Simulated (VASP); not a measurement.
# Fe (Pm-3m) in VASP: a series of runs

The runs below take Fe through relaxation of cell and atoms, single point, with RPBE.

All numbers are computed with VASP 6.6.1; they aren't measurements. Logs are shortened: lines on timing, memory, paths and dates and some standing lists are left out, and cuts for length are marked.

## Step 1: The cell of the first run

Symmetry: Pm-3m, No. 221, cubic system. The conventional cell has a = 2.334 Å, b = 2.334 Å, c = 2.334 Å, α = 90.00°, β = 90.00°, γ = 90.00°. Within 3.1 Å of Fe (site symmetry m-3m) lie 6 Fe at 2.33 Å.

## Step 2: Relaxation of cell and atoms, RPBE

Contents of INCAR:

```
  ALGO = Normal
  EDIFF = 1E-7
  EDIFFG = -0.01
  ENCUT = 600
  GGA = RP
  GGA_COMPAT = False
  IBRION = 2
  ISIF = 3
  ISMEAR = -1
  LASPH = True
  LCHARG = False
  LREAL = False
  LWAVE = False
  NELM = 120
  NELMIN = 4
  NSW = 80
  PREC = Accurate
  SIGMA = 0.1
```

Contents of KPOINTS:

```
k-points
0
Gamma
  13 13 13
```

Contents of POSCAR:

```
Fe
1.0
    2.3342634294      0.0000000000      0.0000000000
    0.0000000000      2.3342634294      0.0000000000
    0.0000000000      0.0000000000      2.3342634294
Fe
1
Direct
    0.0000000000      0.0000000000      0.0000000000
```

Potentials or basis: VASP PAW PBE potentials, release 64 (Fe_sv).

Run with:

```bash
$ cat potpaw_PBE.64/Fe_sv/POTCAR > POTCAR
$ mpirun -np 1 vasp_std > vasp.out
```

OUTCAR:

```text
EDIFF = 1E-7
   EDIFFG = -0.01
   ENCUT = 600
   GGA = RP
   IBRION = 2
   ISIF = 3
   ISMEAR = -1
   LASPH = True
   LREAL = False
   NELM = 120
   NELMIN = 4
   NSW = 80
   PREC = Accurate

 ion  position               nearest neighbor table
   1  0.000  0.000  0.000-

  LATTYP: Found a simple cubic cell.
 ALAT       =     2.3342634294

  Lattice vectors:

 A1 = (   2.3342634294,   0.0000000000,   0.0000000000)
 A2 = (   0.0000000000,   2.3342634294,   0.0000000000)
 A3 = (   0.0000000000,   0.0000000000,   2.3342634294)

Analysis of symmetry for initial positions (statically):
=====================================================================
 Subroutine PRICEL returns:
 Original cell was already a primitive cell.

 Routine SETGRP: Setting up the symmetry group for a
 simple cubic supercell.

 Subroutine GETGRP returns: Found 48 space group operations
 (whereof 48 operations were pure point group operations)
 out of a pool of 48 trial point group operations.

The static configuration has the point symmetry O_h .

Analysis of symmetry for dynamics (positions and initial velocities):
=====================================================================
 Subroutine PRICEL returns:
 Original cell was already a primitive cell.

 Routine SETGRP: Setting up the symmetry group for a
 simple cubic supercell.

 Subroutine GETGRP returns: Found 48 space group operations
 (whereof 48 operations were pure point group operations)
 out of a pool of 48 trial point group operations.

The dynamic configuration has the point symmetry O_h .

 Subroutine INISYM returns: Found 48 space group operations
 (whereof 48 operations are pure point group operations),
 and found     1 'primitive' translations

----------------------------------------------------------------------------------------

                                     Primitive cell

  volume of cell :      12.7189

  direct lattice vectors                    reciprocal lattice vectors
     2.334263429  0.000000000  0.000000000     0.428400663  0.000000000  0.000000000
     0.000000000  2.334263429  0.000000000     0.000000000  0.428400663  0.000000000
     0.000000000  0.000000000  2.334263429     0.000000000  0.000000000  0.428400663

  length of vectors
     2.334263429  2.334263429  2.334263429     0.428400663  0.428400663  0.428400663

[... 90 lines left out ...]
   NUPDOWN=      -1.0000    fix difference up-down
   EMIN   =  10.00;   EMAX   =-10.00  energy-range for DOS
   EFERMI =   0.00;   METHOD = LEGACY
   ISMEAR =    -1;   SIGMA  =   0.10  broadening in eV -4-tet -1-fermi 0-gaus
   EFERMI_NEDOS =   21; number of points for ismear=-14 and -15
   IALGO  =     38    algorithm
   IMIX   =      4    mixing-type and parameters
     AMIX     =   0.40;   BMIX     =  1.00
     AMIX_MAG =   1.60;   BMIX_MAG =  1.00
  volume/ion in A,a.u.               =      12.72        85.83
  Fermi-wavevector in a.u.,A,eV,Ry     =   1.767251  3.339621 42.493402  3.123177
  Thomas-Fermi vector in A             =   2.834673
   LORBIT       =      0    0 simple, 1 ext, 2 COOP (PROOUT), +10 PAW based schemes
   GGA     = RP    functional components
   LHFCALC =     F    Hartree Fock is set to
   AEXX    =    0.0000 exact exchange contribution
   IVDW    =     0    specifies the selected vdW correction
   LEPSILON=     F    determine dielectric tensor
   LRPA    =     F    only Hartree local field effects (RPA)
 conjugate gradient relaxation of ions
 non-spin polarized calculation
  energy-cutoff  :      600.00
  volume of cell :       12.72
 maximum number of plane-waves:       449
 NGX is ok and might be reduce to    20
   NGX =  9   NGY =  9   NGZ =  9

--------------------------------------- Ionic step        1  -------------------------------------------

 number of electron      16.0000028 magnetization

 Free energy of the ion-electron system (eV)
  ---------------------------------------------------
  ext. energy  EPLUGINS =         0.00000000
  ---------------------------------------------------
  free energy    TOTEN  =        -6.69445617 eV

  energy without entropy =       -6.60586542  energy(sigma->0) =       -6.65016080

------------------------ aborting loop because EDIFF is reached ----------------------------------------

  FORCE on cell =-STRESS in cart. coord.  units (eV):
  Direction    XX          YY          ZZ          XY          YZ          ZX
  --------------------------------------------------------------------------------------
  -------------------------------------------------------------------------------------
  Total       -1.0454855     -1.0454855     -1.0454855     -0.0000000      0.0000000     -0.0000000
  in kB     -131.6979477   -131.6979477   -131.6979477     -0.0000000      0.0000000     -0.0000000
  external PRESSURE =    -131.6979477 kB  Pullay stress =       0.0000000 kB
[... 92 lines left out ...]
--------------------------------------- Ionic step        4  -------------------------------------------

 number of electron      15.9999967 magnetization

 Free energy of the ion-electron system (eV)
  ---------------------------------------------------
  ext. energy  EPLUGINS =         0.00000000
  ---------------------------------------------------
  free energy    TOTEN  =        -6.73461537 eV

  energy without entropy =       -6.65561141  energy(sigma->0) =       -6.69511339

 E-fermi :  11.8523     XC(G=0): -13.2627

 val. band max:       11.8489165357   @ k =   0.3077   0.3077   0.0000
 cond. band min:      11.8742847481   @ k =   0.4615   0.2308   0.2308
 fundamental gap:      0.0253682123
 Fermi energy:        11.8523365793

 k-point     1 :       0.0000    0.0000    0.0000
  band No.  band energies     occupation
      1     -75.4265      2.00000
      2     -41.0712      2.00000
      3     -41.0712      2.00000
      4     -41.0712      2.00000
      5       3.5718      2.00000
      6       8.1098      2.00000
      7       8.1098      2.00000
      8      12.8178      0.00013
      9      12.8178      0.00013
     10      12.8178      0.00013
     11      32.1932      0.00000
     12      32.1932      0.00000
[... 331 lines left out ...]
 k-point    24 :       0.3846    0.3077    0.0000
  band No.  band energies     occupation
      1     -75.2914      2.00000
      2     -41.5584      2.00000
      3     -41.4276      2.00000
      4     -40.9891      2.00000
      5       7.7210      2.00000
      6       8.9417      2.00000
      7      11.3767      1.98295
      8      11.6375      1.79099
      9      11.9714      0.46623
     10      13.4408      0.00000
     11      20.0281      0.00000
     12      26.0840      0.00000

 [... further k-points ...]
[... 5 lines left out ...]
  --------------------------------------------------------------------------------------
  -------------------------------------------------------------------------------------
  Total        0.0047711      0.0047711      0.0047711      0.0000000     -0.0000000     -0.0000000
  in kB        0.6476073      0.6476073      0.6476073      0.0000000     -0.0000000     -0.0000000
  external PRESSURE =       0.6476073 kB  Pullay stress =       0.0000000 kB
[... 16 lines left out ...]
  FREE ENERGIE OF THE ION-ELECTRON SYSTEM (eV)
  ---------------------------------------------------
  free  energy   TOTEN  =        -6.7346153743 eV

  energy  without entropy=       -6.6556114101  energy(sigma->0) =       -6.69511339

 reached required accuracy - stopping structural energy minimisation
```

OSZICAR:

```text
N       E                     dE             d eps       ncg     rms          rms(c)
DAV:   1     0.221668957975E+03    0.22167E+03   -0.10583E+04  2036   0.215E+03
[... 39 lines left out ...]
DAV:   1    -0.673596139104E+01   -0.13570E-02   -0.20652E-02  2024   0.466E+00    0.342E-01
DAV:   2    -0.673493637530E+01    0.10250E-02   -0.84338E-03  2032   0.259E+00    0.152E-01
DAV:   3    -0.673462825849E+01    0.30812E-03   -0.93659E-04  2028   0.884E-01    0.331E-02
DAV:   4    -0.673461582659E+01    0.12432E-04   -0.14881E-05  2488   0.577E-02    0.388E-03
DAV:   5    -0.673461557369E+01    0.25290E-06   -0.67846E-07  2384   0.225E-02    0.115E-03
DAV:   6    -0.673461536717E+01    0.20651E-06   -0.16063E-08  1152   0.290E-03    0.760E-05
DAV:   7    -0.673461537428E+01   -0.71050E-08   -0.30705E-09  1036   0.114E-03
   4 F= -.67346154E+01 E0= -.66951134E+01  d E =-.401592E-01
```

It took 30 s on 1 thread of Intel Xeon Platinum 8375C at 2.90GHz (Ice Lake), shared host; peak memory 0.14 GiB.

What came out:

* Free energy: -6.7346 eV
* Relaxed volume: 11.80 Å³/atom
* Relaxed cell: a = 2.277 Å, b = 2.277 Å, c = 2.277 Å, α = 90.00°, β = 90.00°, γ = 90.00°
* Space group after relaxing (to 0.05 Å): Pm-3m (No. 221)
* Energy gained by relaxing: 40.2 meV/atom
* Ionic steps: 4
* Pressure after relaxing: 0.1 GPa
* Band gap on the k mesh: zero (band 8 reaches 13.82 eV, above the bottom of band 9 at 11.28 eV)

The path:
| step | energy change (eV) | largest force (eV/Å) | pressure (GPa) | volume (Å³) |
| --- | --- | --- | --- | --- |
| 1 | 0.0000 | 0.0000 | -13.17 | 12.72 |
| 2 | 0.0138 | 0.0000 | 20.28 | 10.89 |
| 3 | -0.0401 | 0.0000 | -0.28 | 11.82 |
| 4 | -0.0402 | 0.0000 | 0.06 | 11.80 |

Final structure:
```yaml
crystal:
  lattice:
    - [2.27687, 0.00000, 0.00000]
    - [0.00000, 2.27687, 0.00000]
    - [0.00000, 0.00000, 2.27687]
  atoms:
    - { symbol: Fe, position: [0.00000, 0.00000, 0.00000] }
```

Caveat: the PAW data sets were made with another functional, which shifts forces and pressure a little; the run has no spin polarisation, though such a crystal can be magnetic. Spin polarisation is off, so any magnetic state and its effect on volume and gap are missing.

(Part 1 of 2 ends here.)
